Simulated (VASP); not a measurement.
# AlCu3 (Fm-3m) in VASP: further runs

Runs on AlCu3. Level: PBEsol. Tasks: single point, relaxation of cell and atoms.

Everything below comes from runs of VASP 6.6.1. Logs are shortened: lines on timing, memory, paths and dates and some standing lists are left out, and cuts for length are marked.

### Step 1. The cell of the first run

It takes space group Fm-3m (No. 225, cubic). Conventional cell: a = 5.806 Å, b = 5.806 Å, c = 5.806 Å, α = 90.00°, β = 90.00°, γ = 90.00°. Al (site symmetry m-3m) has 14 Cu at 2.51 to 2.90 Å within 3.3 Å. Within 3.3 Å of Cu (site symmetry m-3m) lie 8 Cu at 2.51 Å and 6 Al at 2.90 Å. Within 3.3 Å of Cu (site symmetry -43m) lie 4 Al at 2.51 Å and 10 Cu at 2.51 to 2.90 Å.

### Step 2. Single point, PBEsol (12.23 Å³/atom)

The input, INCAR:

```
SYSTEM = AlCu3
ALGO = Fast
EDIFF = 1E-6
ENCUT = 520
GGA = PS
ISIF = 2
ISMEAR = -1
LASPH = .True.
LCHARG = .False.
LREAL = .False.
LWAVE = .False.
NBANDS = 26
NELM = 60
PREC = Accurate
SIGMA = 0.15
```

The input, KPOINTS:

```
k-points
0
Gamma
  12 12 12
  0 0 0
```

The input, POSCAR:

```
AlCu3
1.0
    0.0000000000      2.9031623849      2.9031623849
    2.9031623849      0.0000000000      2.9031623849
    2.9031623849      2.9031623849      0.0000000000
Al Cu
1 3
Direct
    0.0000000000      0.0000000000      0.0000000000
    0.5000000000      0.5000000000      0.5000000000
    0.2500000000      0.2500000000      0.2500000000
    0.7500000000      0.7500000000      0.7500000000
```

Potentials or basis: VASP PAW PBE potentials, release 64 (Al, Cu).

The run is started by

```console
$ cat potpaw_PBE.64/Al/POTCAR potpaw_PBE.64/Cu/POTCAR > POTCAR
$ mpirun -np 1 vasp_std > vasp.out
```

OUTCAR:

```text
SYSTEM = AlCu3
   EDIFF = 1E-6
   ENCUT = 520
   GGA = PS
   ISIF = 2
   ISMEAR = -1
   LASPH = .True.
   LREAL = .False.
   NELM = 60
   PREC = Accurate

 ion  position               nearest neighbor table
   1  0.000  0.000  0.000-   4 2.51   4 2.51   4 2.51   3 2.51   4 2.51   3 2.51   3 2.51   3 2.51
                             2 2.90   2 2.90   2 2.90   2 2.90   2 2.90   2 2.90
   2  0.500  0.500  0.500-   3 2.51   3 2.51   3 2.51   3 2.51   4 2.51   4 2.51   4 2.51   4 2.51
                             1 2.90   1 2.90   1 2.90   1 2.90   1 2.90   1 2.90
   3  0.250  0.250  0.250-   1 2.51   1 2.51   1 2.51   1 2.51   2 2.51   2 2.51   2 2.51   2 2.51

   4  0.750  0.750  0.750-   2 2.51   2 2.51   2 2.51   1 2.51   2 2.51   1 2.51   1 2.51   1 2.51

  LATTYP: Found a face centered cubic cell.
 ALAT       =     5.8063247698

  Lattice vectors:

 A1 = (   0.0000000000,   2.9031623849,   2.9031623849)
 A2 = (   2.9031623849,   0.0000000000,   2.9031623849)
 A3 = (   2.9031623849,   2.9031623849,   0.0000000000)

Analysis of symmetry for initial positions (statically):
=====================================================================
 Subroutine PRICEL returns:
 Original cell was already a primitive cell.

 Routine SETGRP: Setting up the symmetry group for a
 face centered cubic supercell.

 Subroutine GETGRP returns: Found 48 space group operations
 (whereof 48 operations were pure point group operations)
 out of a pool of 48 trial point group operations.

The static configuration has the point symmetry O_h .

Analysis of symmetry for dynamics (positions and initial velocities):
=====================================================================
 Subroutine PRICEL returns:
 Original cell was already a primitive cell.

 Routine SETGRP: Setting up the symmetry group for a
 face centered cubic supercell.

 Subroutine GETGRP returns: Found 48 space group operations
 (whereof 48 operations were pure point group operations)
 out of a pool of 48 trial point group operations.

The dynamic configuration has the point symmetry O_h .

 Subroutine INISYM returns: Found 48 space group operations
 (whereof 48 operations are pure point group operations),
 and found     1 'primitive' translations

----------------------------------------------------------------------------------------

                                     Primitive cell

  volume of cell :      48.9377
[... 92 lines left out ...]
   NELM   =     60;   NELMIN=  2; NELMDL= -5     # of ELM steps
   EDIFF  = 0.1E-05   stopping-criterion for ELM
   LREAL  =      F    real-space projection
   EDIFFG = 0.1E-04   stopping-criterion for IOM
   NSW    =      0    number of steps for IOM
   IBRION =     -1    ionic relax: 0-MD 1-quasi-New 2-CG
   NFREE  =      0    steps in history (QN), initial steepest desc. (CG)
   ISIF   =      2    stress and relaxation
   ISYM   =      2    0-nonsym 1-usesym 2-fastsym
   POTIM  = 0.5000    time-step for ionic-motion
   TEBEG  =    0.0;   TEEND  =   0.0 temperature during run
   PSTRESS=    0.0 pullay stress
   NELECT =      36.0000    total number of electrons
   NUPDOWN=      -1.0000    fix difference up-down
   EMIN   =  10.00;   EMAX   =-10.00  energy-range for DOS
   EFERMI =   0.00;   METHOD = LEGACY
   ISMEAR =    -1;   SIGMA  =   0.15  broadening in eV -4-tet -1-fermi 0-gaus
   EFERMI_NEDOS =   21; number of points for ismear=-14 and -15
   IALGO  =     68    algorithm
   IMIX   =      4    mixing-type and parameters
     AMIX     =   0.40;   BMIX     =  1.00
     AMIX_MAG =   1.60;   BMIX_MAG =  1.00
  volume/ion in A,a.u.               =      12.23        82.56
  Fermi-wavevector in a.u.,A,eV,Ry     =   1.477841  2.792714 29.715309  2.184014
  Thomas-Fermi vector in A             =   2.592195
   LORBIT       =      0    0 simple, 1 ext, 2 COOP (PROOUT), +10 PAW based schemes
   GGA     = PS    functional components
   LHFCALC =     F    Hartree Fock is set to
   AEXX    =    0.0000 exact exchange contribution
   IVDW    =     0    specifies the selected vdW correction
   LEPSILON=     F    determine dielectric tensor
   LRPA    =     F    only Hartree local field effects (RPA)
 non-spin polarized calculation
 RMM-DIIS sequential band-by-band and
  energy-cutoff  :      520.00
  volume of cell :       48.94
 maximum number of plane-waves:      1363
   NGX = 15   NGY = 15   NGZ = 15

 number of electron      35.9999993 magnetization

 Free energy of the ion-electron system (eV)
  ---------------------------------------------------
  ext. energy  EPLUGINS =         0.00000000
  ---------------------------------------------------
  free energy    TOTEN  =       -17.76155003 eV

  energy without entropy =      -17.68362972  energy(sigma->0) =      -17.72258988

 E-fermi :   8.3750     XC(G=0): -12.3895

 val. band max:        8.3190293134   @ k =  -0.1667   0.1667   0.0000
 cond. band min:       8.4011110985   @ k =  -0.2500   0.3333   0.0833
 fundamental gap:      0.0820817850
 Fermi energy:         8.3749909865

 k-point     1 :       0.0000    0.0000    0.0000
  band No.  band energies     occupation
      1      -2.1615      2.00000
      2       3.7040      2.00000
      3       3.7040      2.00000
      4       3.7807      2.00000
      5       3.7807      2.00000
      6       3.7807      2.00000
[... 685 lines left out ...]
     25      17.4261      0.00000
     26      18.5800      0.00000

 [... further k-points ...]

------------------------ aborting loop because EDIFF is reached ----------------------------------------

  FORCE on cell =-STRESS in cart. coord.  units (eV):
  Direction    XX          YY          ZZ          XY          YZ          ZX
  --------------------------------------------------------------------------------------
  -------------------------------------------------------------------------------------
  Total       -0.6814017     -0.6814017     -0.6814017      0.0000000     -0.0000000      0.0000000
  in kB      -22.3084716    -22.3084716    -22.3084716      0.0000000     -0.0000000      0.0000000
  external PRESSURE =     -22.3084716 kB  Pullay stress =       0.0000000 kB

 VOLUME and BASIS-vectors are now :
 -----------------------------------------------------------------------------
  energy-cutoff  :      520.00
  volume of cell :       48.94
      direct lattice vectors                 reciprocal lattice vectors
     0.000000000  2.903162385  2.903162385    -0.172225985  0.172225985  0.172225985
     2.903162385  0.000000000  2.903162385     0.172225985 -0.172225985  0.172225985
     2.903162385  2.903162385  0.000000000     0.172225985  0.172225985 -0.172225985

 POSITION                                       TOTAL-FORCE (eV/Angst)
 -----------------------------------------------------------------------------------
      0.00000      0.00000      0.00000        -0.000000     -0.000000     -0.000000
      2.90316      2.90316      2.90316        -0.000000     -0.000000     -0.000000
      1.45158      1.45158      1.45158         0.000000      0.000000      0.000000
      4.35474      4.35474      4.35474        -0.000000     -0.000000     -0.000000
 -----------------------------------------------------------------------------------
    total drift:                               -0.000000     -0.000000      0.000000

  FREE ENERGIE OF THE ION-ELECTRON SYSTEM (eV)
  ---------------------------------------------------
  free  energy   TOTEN  =       -17.7615500316 eV

  energy  without entropy=      -17.6836297218  energy(sigma->0) =      -17.72258988
```

OSZICAR:

```text
N       E                     dE             d eps       ncg     rms          rms(c)
DAV:   1     0.251193052385E+03    0.25119E+03   -0.15626E+04  3872   0.217E+03
DAV:   2    -0.311260318215E+01   -0.25431E+03   -0.24306E+03  3744   0.353E+02
DAV:   3    -0.218778057358E+02   -0.18765E+02   -0.17819E+02  4292   0.136E+02
DAV:   4    -0.222996938686E+02   -0.42189E+00   -0.42054E+00  5552   0.232E+01
DAV:   5    -0.223066095480E+02   -0.69157E-02   -0.69147E-02  5720   0.237E+00    0.175E+01
RMM:   6    -0.207982040697E+02    0.15084E+01   -0.46319E+01  4235   0.104E+02    0.121E+01
RMM:   7    -0.177602322776E+02    0.30380E+01   -0.11209E+01  4052   0.539E+01    0.151E+00
RMM:   8    -0.177603138831E+02   -0.81605E-04   -0.22407E-01  4536   0.674E+00    0.609E-01
RMM:   9    -0.177620265537E+02   -0.17127E-02   -0.80877E-02  4445   0.254E+00    0.421E-01
RMM:  10    -0.177605606786E+02    0.14659E-02   -0.23066E-02  4428   0.191E+00    0.114E-01
RMM:  11    -0.177614162192E+02   -0.85554E-03   -0.93942E-03  4941   0.840E-01    0.851E-02
RMM:  12    -0.177614874309E+02   -0.71212E-04   -0.17877E-03  5037   0.381E-01    0.318E-02
RMM:  13    -0.177615444091E+02   -0.56978E-04   -0.63299E-04  5450   0.184E-01    0.225E-02
RMM:  14    -0.177615616136E+02   -0.17205E-04   -0.73571E-05  4581   0.110E-01    0.299E-02
RMM:  15    -0.177615481180E+02    0.13496E-04   -0.48675E-05  4289   0.102E-01    0.254E-03
RMM:  16    -0.177615497408E+02   -0.16228E-05   -0.15541E-05  4450   0.273E-02    0.410E-03
RMM:  17    -0.177615500316E+02   -0.29081E-06   -0.23504E-06  2702   0.193E-02
   1 F= -.17761550E+02 E0= -.17722590E+02  d E =-.779203E-01
```

Wall time 52 s (1 thread of Intel Xeon 6975P-C (Granite Rapids), shared host); peak memory 0.22 GiB.

Results:

```
Free energy            : -17.7616 eV
Pressure               : -2.2 GPa
Band gap on the k mesh : zero (bands 18 and 19 overlap by 5.83 eV)
```

Caveat: the PAW data sets were made with another functional, which shifts forces and pressure a little.

### Step 3. Relaxation of cell and atoms, PBEsol, target pressure 10 GPa, at which the enthalpy is minimised

This run uses another cell than the first one, of 11.77 Å³/atom.

The input, INCAR:

```
PREC = Accurate
ENCUT = 600
EDIFF = 1E-6
ISMEAR = -1
SIGMA = 0.15
LREAL = F
LASPH = T
NELM = 80
ALGO = Normal
ISIF = 3
LWAVE = F
LCHARG = F
GGA = PS
IBRION = 2
NSW = 80
EDIFFG = -0.001
PSTRESS = 100.0
```

The input, KPOINTS:

```
Automatic mesh
0
Gamma
  12 12 12
```

The input, POSCAR:

```
AlCu3
1.0
    0.0000000000      2.8658643992      2.8658643992
    2.8658643992      0.0000000000      2.8658643992
    2.8658643992      2.8658643992      0.0000000000
Al Cu
1 3
Direct
    0.0000000000      0.0000000000      0.0000000000
    0.5000000000      0.5000000000      0.5000000000
    0.2500000000      0.2500000000      0.2500000000
    0.7500000000      0.7500000000      0.7500000000
```

Potentials or basis: VASP PAW PBE potentials, release 64 (Al, Cu).

The run is started by

```console
$ cat potpaw_PBE.64/Al/POTCAR potpaw_PBE.64/Cu/POTCAR > POTCAR
$ mpirun -np 1 vasp_std > vasp.out
```

Run time: 5.5 min. Hardware: 1 thread of Intel Xeon 6975P-C (Granite Rapids), shared host; peak memory 0.22 GiB.

The run converged. Its results:

```yaml
Free_energy: -17.6892 eV
Relaxed_volume: 11.37 Å³/atom
Relaxed_cell: a = 4.006 Å, b = 4.006 Å, c = 4.006 Å, α = 60.00°, β = 60.00°, γ = 60.00°
Space_group_after_relaxing_to_0.1_Å: Fm-3m (No. 225)
Energy_change_on_relaxing_the_run_minimises_the_enthalpy: +16.6 meV/atom
Ionic_steps: 30
Pressure_after_relaxing: 10.0 GPa
Band_gap_on_the_k_mesh: zero (bands 18 and 19 overlap by 6.00 eV)
```

The path:
```csv
step,energy change (eV),largest force (eV/Å),pressure (GPa),volume (Å³)
1,0.0000,0.0000,3.86,47.08
2,0.1789,0.0000,16.38,44.07
3,0.0703,0.0000,10.16,45.40
4,0.0677,0.0000,10.17,45.44
5,0.0260,0.0000,6.60,46.25
6,0.0654,0.0000,9.87,45.48
7,0.0655,0.0000,9.75,45.48
8,0.0657,0.0000,9.79,45.47
9,0.0657,0.0000,9.81,45.47
10,0.0657,0.0000,9.78,45.47
11,0.0657,0.0000,9.79,45.47
12,0.0657,0.0000,9.82,45.47
13,0.0658,0.0000,9.87,45.47
14,0.0658,0.0000,10.02,45.47
15,0.0658,0.0000,9.78,45.47
16,0.0658,0.0000,9.80,45.47
17,0.0659,0.0000,9.85,45.47
18,0.0659,0.0000,10.03,45.47
19,0.0659,0.0000,9.78,45.47
20,0.0659,0.0000,9.81,45.47
21,0.0660,0.0000,9.89,45.47
22,0.0660,0.0000,9.92,45.47
23,0.0661,0.0000,10.10,45.47
24,0.0661,0.0000,9.72,45.47
25,0.0661,0.0000,9.88,45.47
26,0.0661,0.0000,9.81,45.47
27,0.0662,0.0000,10.03,45.47
28,0.0662,0.0000,9.79,45.47
29,0.0662,0.0000,9.83,45.47
30,0.0662,0.0000,10.00,45.47
```

Final structure:
```cif
data_structure
_symmetry_space_group_name_H-M 'P 1'
_symmetry_Int_Tables_number 1
_cell_length_a 4.0062
_cell_length_b 4.0062
_cell_length_c 4.0062
_cell_angle_alpha 60.000
_cell_angle_beta 60.000
_cell_angle_gamma 60.000
_cell_volume 45.47
loop_
_atom_site_label
_atom_site_type_symbol
_atom_site_fract_x
_atom_site_fract_y
_atom_site_fract_z
_atom_site_occupancy
Al1 Al 0.00000 0.00000 0.00000 1
Cu1 Cu 0.50000 0.50000 0.50000 1
Cu2 Cu 0.25000 0.25000 0.25000 1
Cu3 Cu 0.75000 0.75000 0.75000 1
```

Levels at points of the mesh, in eV from the Fermi level:
```csv
k point,band 15,band 16,band 17,band 18,band 19,band 20,band 21,band 22
"(0.00, 0.00, 0.00)",-2.65,-2.65,3.78,3.78,3.78,4.32,4.32,4.32
"(0.50, 0.00, 0.00)",-2.60,-2.60,-2.30,2.66,2.66,3.04,3.04,3.89
"(0.50, 0.50, 0.00)",-2.51,-2.45,-2.38,-2.38,-2.23,2.10,2.56,11.19
```

Caveat: the cell is relaxed towards a set pressure, so the run minimises the enthalpy, not the energy; the PAW data sets were made with another functional, which shifts forces and pressure a little.

[end of part 1 of 2]
